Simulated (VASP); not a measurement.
# HoSbTe3 (P-62m) in VASP: a series of runs

HoSbTe3 is run at these levels: PBE; tasks: single point, relaxation of cell and atoms.

All numbers are computed with VASP 6.6.1; they aren't measurements. Logs are shortened: lines on timing, memory, paths and dates and some standing lists are left out, and cuts for length are marked.

### 1 The cell of the first run

Symmetry: P-62m, No. 189, hexagonal system. Conventional cell: a = 5.187 Å, b = 5.187 Å, c = 7.944 Å, α = 90.00°, β = 90.00°, γ = 120.00°. Ho (site symmetry -62m) has 2 Sb at 3.97 Å and 12 Te at 4.58 to 4.92 Å and 6 Ho at 5.19 Å within 5.2 Å. Within 3.0 Å of Sb (site symmetry -62m) lie 6 Te at 2.29 to 2.90 Å. Within 3.0 Å of Te (site symmetry m2m) lie 2 Sb at 2.29 to 2.90 Å and 4 Te at 2.65 Å.

The cell was generated, and may not be a known phase.

### 2 Single point, PBE

INCAR

```
SYSTEM = HoSbTe3
ALGO = Normal
EDIFF = 1E-6
ENCUT = 500
GGA = PE
GGA_COMPAT = .FALSE.
ISIF = 2
ISMEAR = 0
LASPH = .TRUE.
LCHARG = .FALSE.
LMAXMIX = 6
LREAL = .FALSE.
LWAVE = .FALSE.
NBANDS = 24
NELM = 200
PREC = Accurate
SIGMA = 0.1
```

KPOINTS

```
k-points
0
G
  6 6 2
  0 0 0
```

POSCAR

```
HoSbTe3
1.0
    5.1866030900      0.0000000000      0.0000000000
   -2.5933015500      4.4917300400      0.0000000000
    0.0000000000      0.0000000000      7.9442527300
Ho Sb Te
1 1 3
Direct
    0.0000000000      0.0000000000      0.5000000000
    0.0000000000      0.0000000000      0.0000000000
    0.5588945300      0.0000000000      0.0000000000
    0.0000000000      0.5588945300      0.0000000000
    0.4411054700      0.4411054700      0.0000000000
```

Potentials or basis: VASP PAW PBE potentials, release 64 (Ho_3, Sb, Te), 4f in core.

Run with:

```sh
$ cat potpaw_PBE.64/Ho_3/POTCAR potpaw_PBE.64/Sb/POTCAR potpaw_PBE.64/Te/POTCAR > POTCAR
$ mpirun -np 1 vasp_std > vasp.out
```

OUTCAR:

```text
SYSTEM = HoSbTe3
   EDIFF = 1E-6
   ENCUT = 500
   GGA = PE
   ISIF = 2
   ISMEAR = 0
   LASPH = .TRUE.
   LREAL = .FALSE.
   NELM = 200
   PREC = Accurate

 ion  position               nearest neighbor table
   1  0.000  0.000  0.500-
   2  0.000  0.000  0.000-   3 2.29   5 2.29   4 2.29   3 2.90   5 2.90   4 2.90
   3  0.559  0.000  0.000-   2 2.29   4 2.65   4 2.65   5 2.65   5 2.65   2 2.90
   4  0.000  0.559  0.000-   2 2.29   5 2.65   3 2.65   5 2.65   3 2.65   2 2.90
   5  0.441  0.441  0.000-   2 2.29   4 2.65   4 2.65   3 2.65   3 2.65   2 2.90

  LATTYP: Found a hexagonal cell.
 ALAT       =     5.1866030900
 C/A-ratio  =     1.5316870391

  Lattice vectors:

 A1 = (   5.1866030900,   0.0000000000,   0.0000000000)
 A2 = (  -2.5933015500,   4.4917300400,   0.0000000000)
 A3 = (   0.0000000000,   0.0000000000,   7.9442527300)

Analysis of symmetry for initial positions (statically):
=====================================================================
 Subroutine PRICEL returns:
 Original cell was already a primitive cell.

 Routine SETGRP: Setting up the symmetry group for a
 hexagonal supercell.

 Subroutine GETGRP returns: Found 12 space group operations
 (whereof 12 operations were pure point group operations)
 out of a pool of 24 trial point group operations.

The static configuration has the point symmetry D_3h.

Analysis of symmetry for dynamics (positions and initial velocities):
=====================================================================
 Subroutine PRICEL returns:
 Original cell was already a primitive cell.

 Routine SETGRP: Setting up the symmetry group for a
 hexagonal supercell.

 Subroutine GETGRP returns: Found 12 space group operations
 (whereof 12 operations were pure point group operations)
 out of a pool of 24 trial point group operations.

The dynamic configuration has the point symmetry D_3h.

 Subroutine INISYM returns: Found 12 space group operations
 (whereof 12 operations are pure point group operations),
 and found     1 'primitive' translations

----------------------------------------------------------------------------------------

                                     Primitive cell

  volume of cell :     185.0758

  direct lattice vectors                    reciprocal lattice vectors
     5.186603090  0.000000000  0.000000000     0.192804420  0.111315684  0.000000000
    -2.593301550  4.491730040  0.000000000     0.000000000  0.222631367  0.000000000
     0.000000000  0.000000000  7.944252730     0.000000000  0.000000000  0.125877164

  length of vectors
     5.186603090  5.186603097  7.944252730     0.222631368  0.222631367  0.125877164

  position of ions in fractional coordinates (direct lattice)
     0.000000000  0.000000000  0.500000000
     0.000000000  0.000000000  0.000000000
     0.558894530  0.000000000  0.000000000
     0.000000000  0.558894530  0.000000000
     0.441105470  0.441105470  0.000000000

  ion indices of the primitive-cell ions
   primitive index   ion index
                 1           1
                 2           2
                 3           3
                 4           4
                 5           5

----------------------------------------------------------------------------------------

 KPOINTS: k-points

Automatic generation of k-mesh.
 Grid dimensions read from file:
 generate k-points for:    6    6    2

 Generating k-lattice:

  Cartesian coordinates                     Fractional coordinates (reciprocal lattice)
     0.032134070  0.018552614  0.000000000     0.166666667 -0.000000000  0.000000000
     0.000000000  0.037105228  0.000000000     0.000000000  0.166666667  0.000000000
     0.000000000  0.000000000  0.062938582     0.000000000  0.000000000  0.500000000

  Length of vectors
     0.037105228  0.037105228  0.062938582

  Shift w.r.t. Gamma in fractional coordinates (k-lattice)
     0.000000000  0.000000000  0.000000000

 Subroutine IBZKPT returns following result:
 ===========================================

 Found     14 irreducible k-points:

 Following reciprocal coordinates:
            Coordinates               Weight
  0.000000  0.000000  0.000000      1.000000
  0.166667  0.000000  0.000000      6.000000
  0.333333  0.000000  0.000000      6.000000
  0.500000 -0.000000  0.000000      3.000000
  0.166667  0.166667  0.000000      6.000000
  0.333333  0.166667  0.000000     12.000000
  0.333333  0.333333  0.000000      2.000000
  0.000000  0.000000  0.500000      1.000000
  0.166667  0.000000  0.500000      6.000000
  0.333333  0.000000  0.500000      6.000000
  0.500000 -0.000000  0.500000      3.000000
  0.166667  0.166667  0.500000      6.000000
  0.333333  0.166667  0.500000     12.000000
  0.333333  0.333333  0.500000      2.000000
   k-points           NKPTS =     14   k-points in BZ     NKDIM =     14   number of bands    NBANDS=     24
   number of dos      NEDOS =    301   number of ions     NIONS =      5
   total plane-waves  NPLWV =  96000
   dimension x,y,z NGX =    40 NGY =   40 NGZ =   60
   dimension x,y,z NGXF=    80 NGYF=   80 NGZF=  120
   ions per type =               1   1   3
   NGX,Y,Z   is equivalent  to a cutoff of  12.82, 12.82, 12.56 a.u.
   NGXF,Y,Z  is equivalent  to a cutoff of  25.64, 25.64, 25.11 a.u.
 SYSTEM =  HoSbTe3
   PREC   = accura    normal or accurate (medium, high low for compatibility)
   ISTART =      0    job   : 0-new  1-cont  2-samecut
   ICHARG =      2    charge: 1-file 2-atom 10-const
   ISPIN  =      1    spin polarized calculation?
   LNONCOLLINEAR =      F non collinear calculations
   LSORBIT =      F    spin-orbit coupling
   LASPH  =      T    aspherical Exc in radial PAW
   ENCUT  =  500.0 eV  36.75 Ry    6.06 a.u.   9.46  9.46 14.48*2*pi/ulx,y,z
   NELM   =    200;   NELMIN=  2; NELMDL= -5     # of ELM steps
   EDIFF  = 0.1E-05   stopping-criterion for ELM
   LREAL  =      F    real-space projection
   EDIFFG = 0.1E-04   stopping-criterion for IOM
   NSW    =      0    number of steps for IOM
   IBRION =     -1    ionic relax: 0-MD 1-quasi-New 2-CG
   NFREE  =      0    steps in history (QN), initial steepest desc. (CG)
   ISIF   =      2    stress and relaxation
   ISYM   =      2    0-nonsym 1-usesym 2-fastsym
   POTIM  = 0.5000    time-step for ionic-motion
   TEBEG  =    0.0;   TEEND  =   0.0 temperature during run
   PSTRESS=    0.0 pullay stress
   NELECT =      32.0000    total number of electrons
   NUPDOWN=      -1.0000    fix difference up-down
   EMIN   =  10.00;   EMAX   =-10.00  energy-range for DOS
   EFERMI =   0.00;   METHOD = LEGACY
   ISMEAR =     0;   SIGMA  =   0.10  broadening in eV -4-tet -1-fermi 0-gaus
   EFERMI_NEDOS =   21; number of points for ismear=-14 and -15
   IALGO  =     38    algorithm
   IMIX   =      4    mixing-type and parameters
     AMIX     =   0.40;   BMIX     =  1.00
     AMIX_MAG =   1.60;   BMIX_MAG =  1.00
  volume/ion in A,a.u.               =      37.02       249.79
  Fermi-wavevector in a.u.,A,eV,Ry     =   0.912028  1.723483 11.317263  0.831795
  Thomas-Fermi vector in A             =   2.036376
   LORBIT       =      0    0 simple, 1 ext, 2 COOP (PROOUT), +10 PAW based schemes
   GGA     = PE    functional components
   LHFCALC =     F    Hartree Fock is set to
   AEXX    =    0.0000 exact exchange contribution
   IVDW    =     0    specifies the selected vdW correction
   LEPSILON=     F    determine dielectric tensor
   LRPA    =     F    only Hartree local field effects (RPA)
 non-spin polarized calculation
 Gauss-broadening in eV      SIGMA  =   0.10
  energy-cutoff  :      500.00
  volume of cell :      185.08
 maximum number of plane-waves:      4745
 NGX is ok and might be reduce to    40
   NGX = 19   NGY = 19   NGZ = 29

 number of electron      32.0000000 magnetization

 Free energy of the ion-electron system (eV)
  ---------------------------------------------------
  ext. energy  EPLUGINS =         0.00000000
  ---------------------------------------------------
  free energy    TOTEN  =        -0.58413381 eV

  energy without entropy =       -0.52751785  energy(sigma->0) =       -0.55582583

 E-fermi :   5.5403     XC(G=0):  -8.2908

 val. band max:        5.5348027823   @ k =   0.1667   0.1667   0.0000
 cond. band min:       5.5539628471   @ k =   0.3333   0.3333   0.0000
 fundamental gap:      0.0191600648
 Fermi energy:         5.5403065623

 k-point     1 :       0.0000    0.0000    0.0000
  band No.  band energies     occupation
      1     -21.2324      2.00000
      2     -21.2324      2.00000
      3     -21.2066      2.00000
      4     -12.7548      2.00000
      5      -5.8925      2.00000
      6      -5.8925      2.00000
[... 16 lines left out ...]
     23       9.1990      0.00000
     24       9.1990      0.00000

 k-point     2 :       0.1667    0.0000    0.0000
  band No.  band energies     occupation
      1     -21.2334      2.00000
      2     -21.2327      2.00000
      3     -21.2065      2.00000
      4     -12.5360      2.00000
      5      -7.2892      2.00000
      6      -6.5376      2.00000
[... 16 lines left out ...]
     23       8.5081      0.00000
     24       9.0593      0.00000

 k-point     3 :       0.3333    0.0000    0.0000
  band No.  band energies     occupation
      1     -21.2353      2.00000
      2     -21.2332      2.00000
      3     -21.2064      2.00000
      4     -11.8767      2.00000
      5      -9.2191      2.00000
      6      -7.1431      2.00000
[... 16 lines left out ...]
     23       7.3839      0.00000
     24       9.2793      0.00000

 k-point     4 :       0.5000   -0.0000    0.0000
  band No.  band energies     occupation
      1     -21.2363      2.00000
      2     -21.2335      2.00000
      3     -21.2063      2.00000
      4     -10.8119      2.00000
      5     -10.7282      2.00000
      6      -7.3533      2.00000
[... 16 lines left out ...]
     23       6.7014      0.00000
     24       7.0630      0.00000

 k-point     5 :       0.1667    0.1667    0.0000
  band No.  band energies     occupation
      1     -21.2347      2.00000
      2     -21.2333      2.00000
      3     -21.2064      2.00000
      4     -12.0968      2.00000
      5      -8.1570      2.00000
      6      -8.1165      2.00000
[... 16 lines left out ...]
     23       7.8603      0.00000
     24       8.8211      0.00000

 k-point     6 :       0.3333    0.1667    0.0000
  band No.  band energies     occupation
      1     -21.2358      2.00000
      2     -21.2339      2.00000
      3     -21.2063      2.00000
      4     -11.2144      2.00000
      5      -9.8824      2.00000
      6      -8.5734      2.00000
[... 16 lines left out ...]
     23       6.8698      0.00000
     24       8.2145      0.00000

 k-point     7 :       0.3333    0.3333    0.0000
  band No.  band energies     occupation
      1     -21.2352      2.00000
      2     -21.2352      2.00000
      3     -21.2062      2.00000
      4     -10.1401      2.00000
      5     -10.1401      2.00000
      6     -10.0333      2.00000
[... 16 lines left out ...]
     23       7.3269      0.00000
     24       7.4758      0.00000

 k-point     8 :       0.0000    0.0000    0.5000
  band No.  band energies     occupation
      1     -21.2324      2.00000
      2     -21.2324      2.00000
      3     -21.2067      2.00000
      4     -12.7539      2.00000
      5      -5.8927      2.00000
      6      -5.8927      2.00000
[... 16 lines left out ...]
     23       8.3893      0.00000
     24       8.7027      0.00000

 k-point     9 :       0.1667    0.0000    0.5000
  band No.  band energies     occupation
      1     -21.2334      2.00000
      2     -21.2327      2.00000
      3     -21.2066      2.00000
      4     -12.5350      2.00000
      5      -7.2888      2.00000
      6      -6.5375      2.00000
[... 16 lines left out ...]
     23       8.2035      0.00000
     24       8.5677      0.00000

 k-point    10 :       0.3333    0.0000    0.5000
  band No.  band energies     occupation
      1     -21.2353      2.00000
      2     -21.2332      2.00000
      3     -21.2064      2.00000
      4     -11.8758      2.00000
      5      -9.2185      2.00000
      6      -7.1430      2.00000
[... 16 lines left out ...]
     23       7.0060      0.00000
     24       7.9178      0.00000

 k-point    11 :       0.5000   -0.0000    0.5000
  band No.  band energies     occupation
      1     -21.2362      2.00000
      2     -21.2335      2.00000
      3     -21.2063      2.00000
      4     -10.8120      2.00000
      5     -10.7266      2.00000
      6      -7.3532      2.00000
[... 16 lines left out ...]
     23       6.6915      0.00000
     24       7.0014      0.00000

 k-point    12 :       0.1667    0.1667    0.5000
  band No.  band energies     occupation
      1     -21.2347      2.00000
      2     -21.2333      2.00000
      3     -21.2064      2.00000
      4     -12.0959      2.00000
      5      -8.1571      2.00000
      6      -8.1154      2.00000
[... 16 lines left out ...]
     23       7.8412      0.00000
     24       8.5394      0.00000

 k-point    13 :       0.3333    0.1667    0.5000
  band No.  band energies     occupation
      1     -21.2358      2.00000
      2     -21.2339      2.00000
      3     -21.2063      2.00000
      4     -11.2137      2.00000
      5      -9.8818      2.00000
      6      -8.5728      2.00000
[... 16 lines left out ...]
     23       7.1447      0.00000
     24       7.3008      0.00000

 k-point    14 :       0.3333    0.3333    0.5000
  band No.  band energies     occupation
      1     -21.2352      2.00000
      2     -21.2352      2.00000
      3     -21.2062      2.00000
      4     -10.1403      2.00000
      5     -10.1403      2.00000
      6     -10.0312      2.00000
[... 16 lines left out ...]
     23       7.5197      0.00000
     24       7.8919      0.00000

------------------------ aborting loop because EDIFF is reached ----------------------------------------

  FORCE on cell =-STRESS in cart. coord.  units (eV):
  Direction    XX          YY          ZZ          XY          YZ          ZX
  --------------------------------------------------------------------------------------
  -------------------------------------------------------------------------------------
  Total       76.3748376     76.3748377     -5.1443799     -0.0000001      0.0000000     -0.0000000
  in kB      661.1670000    661.1670014    -44.5342254     -0.0000007      0.0000000     -0.0000000
  external PRESSURE =     425.9332587 kB  Pullay stress =       0.0000000 kB

 VOLUME and BASIS-vectors are now :
 -----------------------------------------------------------------------------
  energy-cutoff  :      500.00
  volume of cell :      185.08
      direct lattice vectors                 reciprocal lattice vectors
     5.186603090  0.000000000  0.000000000     0.192804420  0.111315684  0.000000000
    -2.593301550  4.491730040  0.000000000     0.000000000  0.222631367  0.000000000
     0.000000000  0.000000000  7.944252730     0.000000000  0.000000000  0.125877164

 POSITION                                       TOTAL-FORCE (eV/Angst)
 -----------------------------------------------------------------------------------
      0.00000      0.00000      3.97213        -0.000000      0.000000      0.000000
      0.00000      0.00000      0.00000        -0.000000      0.000000      0.000000
      2.89876      0.00000      0.00000        -6.103772      0.000000     -0.000000
     -1.44938      2.51040      0.00000         3.051886     -5.286022      0.000000
      1.14392      1.98133      0.00000         3.051886      5.286022      0.000000
 -----------------------------------------------------------------------------------
    total drift:                               -0.000000     -0.000000     -0.000000

  FREE ENERGIE OF THE ION-ELECTRON SYSTEM (eV)
  ---------------------------------------------------
  free  energy   TOTEN  =        -0.5841338084 eV

  energy  without entropy=       -0.5275178522  energy(sigma->0) =       -0.55582583
```

It took 88 s on 1 thread of Intel Xeon Platinum 8488C (Sapphire Rapids), shared host; peak memory 0.33 GiB.

What came out:

| Quantity | Value |
| --- | --- |
| Free energy | -0.5841 eV |
| Pressure | 42.6 GPa |
| Largest force | 6.104 eV/Å |
| Band gap on the k mesh | zero (bands 16 and 17 overlap by 0.52 eV) |

Forces in eV/Å, atoms in the order of the input:
```
Ho   0.000  0.000  0.000
Sb   0.000  0.000  0.000
Te  -6.104  0.000  0.000
Te   3.052 -5.286  0.000
Te   3.052  5.286  0.000
```

Caveat: the k points lie up to 0.40 Å⁻¹ apart, too coarse for converged energies and pressures of a metal; spin-orbit coupling is left out, which moves the levels of the heavy elements; the 4f electrons are frozen in the core, so they carry no moment and show no levels; forces of over 1 eV/Å act on the atoms, so gaps and moduli don't describe the material at rest.

[end of part 1 of 2]

The gap in the log of VASP goes by the Fermi energy; the results here count the filled bands.